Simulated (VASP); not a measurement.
# H in VASP: single point with PBE+D3(BJ)

Aim: the single point of H with PBE+D3(BJ).

Program: VASP 6.6.1. These are calculated values, not measurements. Logs are shortened: lines on timing, memory, paths and dates and some standing lists are left out, and cuts for length are marked.

### 1 The cell of the first run

The cell holds a molecule in a box, 1 atom: a = 8.060 Å, b = 8.060 Å, c = 23.643 Å, α = 90.00°, β = 90.00°, γ = 120.00°.

### 2 Single point, PBE+D3(BJ), collinear spin

Contents of INCAR:

```
  PREC = Accurate
  ENCUT = 520
  EDIFF = 1E-6
  ISMEAR = 0
  SIGMA = 0.1
  LREAL = False
  LASPH = True
  NELM = 150
  ALGO = Normal
  ISIF = 2
  LWAVE = False
  LCHARG = False
  ISPIN = 2
  MAGMOM = 1
  LORBIT = 11
  LDIPOL = True
  IDIPOL = 3
  DIPOL = 0.5 0.5 0.640
  GGA = PE
  IVDW = 12
  NBANDS = 10
```

Contents of KPOINTS:

```
regular mesh
0
Gamma
  3 3 1
```

Contents of POSCAR:

```
H
1.0
    8.0601468066      0.0000000000      0.0000000000
   -4.0300734033      6.9802918927      0.0000000000
    0.0000000000      0.0000000000     23.6431764433
H
1
Direct
    0.3333333333      0.1666666667      0.6402468761
```

Potentials or basis: VASP PAW PBE potentials, release 64 (H).

On the command line:

```
cat potpaw_PBE.64/H/POTCAR > POTCAR
mpirun -np 1 vasp_std > vasp.out
```

OUTCAR:

```text
PREC = Accurate
   ENCUT = 520
   EDIFF = 1E-6
   ISMEAR = 0
   LREAL = False
   LASPH = True
   NELM = 150
   ISIF = 2
   ISPIN = 2
   LORBIT = 11
   GGA = PE
   IVDW = 12
 IVDW          = 12

 ion  position               nearest neighbor table
   1  0.333  0.167  0.640-

  LATTYP: Found a hexagonal cell.
 ALAT       =     8.0601468066
 C/A-ratio  =     2.9333431525

  Lattice vectors:

 A1 = (   8.0601468066,   0.0000000000,   0.0000000000)
 A2 = (  -4.0300734033,   6.9802918927,   0.0000000000)
 A3 = (   0.0000000000,   0.0000000000,  23.6431764433)

Analysis of symmetry for initial positions (statically):
=====================================================================
 Subroutine PRICEL returns:
 Original cell was already a primitive cell.

 Routine SETGRP: Setting up the symmetry group for a
 hexagonal supercell.

 Subroutine GETGRP returns: Found 24 space group operations
 (whereof  2 operations were pure point group operations)
 out of a pool of 24 trial point group operations.

The static configuration has the point symmetry C_1h.
 The point group associated with its full space group is D_6h.

Analysis of symmetry for dynamics (positions and initial velocities):
=====================================================================
 Subroutine PRICEL returns:
 Original cell was already a primitive cell.

 Routine SETGRP: Setting up the symmetry group for a
 hexagonal supercell.

 Subroutine GETGRP returns: Found 24 space group operations
 (whereof  2 operations were pure point group operations)
 out of a pool of 24 trial point group operations.

The dynamic configuration has the point symmetry C_1h.
 The point group associated with its full space group is D_6h.

Analysis of structural, dynamic, and magnetic symmetry:
=====================================================================
 Subroutine PRICEL returns:
 Original cell was already a primitive cell.

 Routine SETGRP: Setting up the symmetry group for a
 hexagonal supercell.

 Subroutine GETGRP returns: Found 24 space group operations
 (whereof  2 operations were pure point group operations)
 out of a pool of 24 trial point group operations.

The overall configuration has the point symmetry C_1h.
 The point group associated with its full space group is D_6h.

 Subroutine INISYM returns: Found 24 space group operations
 (whereof  2 operations are pure point group operations),
 and found     1 'primitive' translations

----------------------------------------------------------------------------------------

                                     Primitive cell

  volume of cell :    1330.2166

  direct lattice vectors                    reciprocal lattice vectors
     8.060146807  0.000000000  0.000000000     0.124067219  0.071630242  0.000000000
    -4.030073403  6.980291893  0.000000000     0.000000000  0.143260485  0.000000000
     0.000000000  0.000000000 23.643176443     0.000000000  0.000000000  0.042295501

  length of vectors
     8.060146807  8.060146807 23.643176443     0.143260485  0.143260485  0.042295501

  position of ions in fractional coordinates (direct lattice)
     0.333333333  0.166666667  0.640246876

  ion indices of the primitive-cell ions
   primitive index   ion index
                 1           1

----------------------------------------------------------------------------------------

 KPOINTS: regular mesh

Automatic generation of k-mesh.
 Grid dimensions read from file:
 generate k-points for:    3    3    1

 Generating k-lattice:

  Cartesian coordinates                     Fractional coordinates (reciprocal lattice)
     0.041355740  0.023876747  0.000000000     0.333333333 -0.000000000  0.000000000
     0.000000000  0.047753495  0.000000000     0.000000000  0.333333333  0.000000000
     0.000000000  0.000000000  0.042295501     0.000000000  0.000000000  1.000000000

  Length of vectors
     0.047753495  0.047753495  0.042295501

  Shift w.r.t. Gamma in fractional coordinates (k-lattice)
     0.000000000  0.000000000  0.000000000

 Subroutine IBZKPT returns following result:
 ===========================================

 Found      3 irreducible k-points:

 Following reciprocal coordinates:
            Coordinates               Weight
  0.000000  0.000000  0.000000      1.000000
  0.333333  0.000000  0.000000      6.000000
  0.333333  0.333333  0.000000      2.000000
   k-points           NKPTS =      3   k-points in BZ     NKDIM =      3   number of bands    NBANDS=     10
   number of dos      NEDOS =    301   number of ions     NIONS =      1
   total plane-waves  NPLWV = 648000
   dimension x,y,z NGX =    60 NGY =   60 NGZ =  180
   dimension x,y,z NGXF=   120 NGYF=  120 NGZF=  360
   ions per type =               1
   NGX,Y,Z   is equivalent  to a cutoff of  12.38, 12.38, 12.66 a.u.
   NGXF,Y,Z  is equivalent  to a cutoff of  24.75, 24.75, 25.31 a.u.
 SYSTEM =  unknown system
   PREC   = accura    normal or accurate (medium, high low for compatibility)
   ISTART =      0    job   : 0-new  1-cont  2-samecut
   ICHARG =      2    charge: 1-file 2-atom 10-const
   ISPIN  =      2    spin polarized calculation?
   LNONCOLLINEAR =      F non collinear calculations
   LSORBIT =      F    spin-orbit coupling
   LASPH  =      T    aspherical Exc in radial PAW
   ENCUT  =  520.0 eV  38.22 Ry    6.18 a.u.  14.99 14.99 43.96*2*pi/ulx,y,z
   NELM   =    150;   NELMIN=  2; NELMDL= -5     # of ELM steps
   EDIFF  = 0.1E-05   stopping-criterion for ELM
   LREAL  =      F    real-space projection
   EDIFFG = 0.1E-04   stopping-criterion for IOM
   NSW    =      0    number of steps for IOM
   IBRION =     -1    ionic relax: 0-MD 1-quasi-New 2-CG
   NFREE  =      0    steps in history (QN), initial steepest desc. (CG)
   ISIF   =      2    stress and relaxation
   ISYM   =      2    0-nonsym 1-usesym 2-fastsym
   POTIM  = 0.5000    time-step for ionic-motion
   TEBEG  =    0.0;   TEEND  =   0.0 temperature during run
   PSTRESS=    0.0 pullay stress
   NELECT =       1.0000    total number of electrons
   NUPDOWN=      -1.0000    fix difference up-down
   EMIN   =  10.00;   EMAX   =-10.00  energy-range for DOS
   EFERMI =   0.00;   METHOD = LEGACY
   ISMEAR =     0;   SIGMA  =   0.10  broadening in eV -4-tet -1-fermi 0-gaus
   EFERMI_NEDOS =   21; number of points for ismear=-14 and -15
   IALGO  =     38    algorithm
   IMIX   =      4    mixing-type and parameters
     AMIX     =   0.40;   BMIX     =  1.00
     AMIX_MAG =   1.60;   BMIX_MAG =  1.00
  volume/ion in A,a.u.               =    1330.22      8976.74
  Fermi-wavevector in a.u.,A,eV,Ry     =   0.148856  0.281298  0.301481  0.022158
  Thomas-Fermi vector in A             =   0.822693
   LORBIT       =     11    0 simple, 1 ext, 2 COOP (PROOUT), +10 PAW based schemes
   GGA     = PE    functional components
   LHFCALC =     F    Hartree Fock is set to
   AEXX    =    0.0000 exact exchange contribution
   IVDW    =    12    specifies the selected vdW correction
   LEPSILON=     F    determine dielectric tensor
   LRPA    =     F    only Hartree local field effects (RPA)
 spin polarized calculation
 Gauss-broadening in eV      SIGMA  =   0.10
  energy-cutoff  :      520.00
  volume of cell :     1330.22
 maximum number of plane-waves:     35802
 NGX is ok and might be reduce to    60
   NGX = 29   NGY = 29   NGZ = 87

 dipolmoment           0.000000      0.000000     -0.000001 electrons x Angstroem

 number of electron       1.0000000 magnetization       1.0000000

 dipolmoment           0.000000      0.000000      0.000000 electrons x Angstroem

 Free energy of the ion-electron system (eV)
  ---------------------------------------------------
  ext. energy  EPLUGINS =         0.00000000
  ---------------------------------------------------
  free energy    TOTEN  =        -1.11722272 eV

  energy without entropy =       -1.11722272  energy(sigma->0) =       -1.11722272

 E-fermi :  -7.0938     XC(G=0):  -0.1037

 val. band max:       -7.5747987941   @ k =   0.3333   0.3333   0.0000
 cond. band min:      -0.2964868412   @ k =   0.0000   0.0000   0.0000
 fundamental gap:      7.2783119529
 Fermi energy:        -7.0937991140

 spin component 1

 k-point     1 :       0.0000    0.0000    0.0000
  band No.  band energies     occupation
      1      -7.5762      1.00000
      2      -0.2965      0.00000
      3       0.0273      0.00000
      4       0.1598      0.00000
      5       0.7269      0.00000
      6       0.9520      0.00000
      7       1.4810      0.00000
      8       1.4811      0.00000
      9       1.9451      0.00000
     10       2.2038      0.00000

 k-point     2 :       0.3333    0.0000    0.0000
  band No.  band energies     occupation
      1      -7.5753      1.00000
      2      -0.0639      0.00000
      3       0.3466      0.00000
      4       0.4753      0.00000
      5       0.7821      0.00000
      6       1.0135      0.00000
      7       1.1975      0.00000
      8       1.2970      0.00000
      9       1.4590      0.00000
     10       1.5032      0.00000

 k-point     3 :       0.3333    0.3333    0.0000
  band No.  band energies     occupation
      1      -7.5748      1.00000
      2       0.3463      0.00000
      3       0.3465      0.00000
      4       0.7433      0.00000
      5       0.7567      0.00000
      6       1.1506      0.00000
      7       1.1506      0.00000
      8       1.1923      0.00000
      9       1.1923      0.00000
     10       1.2070      0.00000
 Fermi energy:        -7.0937991140

 spin component 2

 k-point     1 :       0.0000    0.0000    0.0000
  band No.  band energies     occupation
      1       0.0447      0.00000
      2       0.2837      0.00000
      3       0.3794      0.00000
      4       1.1066      0.00000
      5       1.1708      0.00000
      6       2.4641      0.00000
      7       2.4841      0.00000
      8       3.1036      0.00000
      9       3.1067      0.00000
     10       3.1291      0.00000

 k-point     2 :       0.3333    0.0000    0.0000
  band No.  band energies     occupation
      1       0.3866      0.00000
      2       0.6267      0.00000
      3       0.7155      0.00000
      4       1.4075      0.00000
      5       1.4492      0.00000
      6       1.5034      0.00000
      7       1.6559      0.00000
      8       1.7586      0.00000
      9       2.4359      0.00000
     10       2.4377      0.00000

 k-point     3 :       0.3333    0.3333    0.0000
  band No.  band energies     occupation
      1       1.0536      0.00000
      2       1.0536      0.00000
      3       1.0930      0.00000
      4       1.3090      0.00000
      5       1.3090      0.00000
      6       1.3197      0.00000
      7       1.3406      0.00000
      8       1.3406      0.00000
      9       1.5368      0.00000
     10       2.1248      0.00000

------------------------ aborting loop because EDIFF is reached ----------------------------------------

 vacuum level on the upper side and lower side of the slab       (xc-potential included)         0.003         0.003

 Edisp (eV)   -0.00005

 E8    (eV) :    -0.0000

  FORCE on cell =-STRESS in cart. coord.  units (eV):
  Direction    XX          YY          ZZ          XY          YZ          ZX
  --------------------------------------------------------------------------------------
  -------------------------------------------------------------------------------------
  Total      -0.01015    -0.01015    -0.00981     0.00000     0.00000     0.00000
  in kB      -0.01223    -0.01223    -0.01182     0.00000     0.00000     0.00000
  external pressure =       -0.01 kB  Pullay stress =        0.00 kB

 VOLUME and BASIS-vectors are now :
 -----------------------------------------------------------------------------
  energy-cutoff  :      520.00
  volume of cell :     1330.22
      direct lattice vectors                 reciprocal lattice vectors
     8.060146807  0.000000000  0.000000000     0.124067219  0.071630242  0.000000000
    -4.030073403  6.980291893  0.000000000     0.000000000  0.143260485  0.000000000
     0.000000000  0.000000000 23.643176443     0.000000000  0.000000000  0.042295501

 POSITION                                       TOTAL-FORCE (eV/Angst)
 -----------------------------------------------------------------------------------
      2.01504      1.16338     15.13747        -0.000000      0.000000      0.000000
 -----------------------------------------------------------------------------------
    total drift:                                0.000000      0.000000      0.000000

  FREE ENERGIE OF THE ION-ELECTRON SYSTEM (eV)
  ---------------------------------------------------
  free  energy   TOTEN  =        -1.1172763204 eV

  energy  without entropy=       -1.1172763204  energy(sigma->0) =       -1.11727632

 vacuum level on the upper side and lower side of the slab         0.022         0.023

 total charge

# of ion       s       p       d       tot
------------------------------------------
    1        0.380   0.000   0.000   0.380

 magnetization (x)

# of ion       s       p       d       tot
------------------------------------------
    1        0.380   0.000   0.000   0.380
```

Run time: 3.4 min. Hardware: 1 thread of Intel Xeon 6975P-C (Granite Rapids), shared host; peak memory 1.5 GiB.

Results:

```yaml
Free_energy: -1.1173 eV
Gap_between_the_frontier_levels: 7.28 eV
Net_moment: 1.00 μB per cell
Site_moments: H +0.38 μB
Valence_electrons_inside_the_program's_atomic_spheres: H 0.38
Dispersion_energy_per_atom: 0.000 eV
```
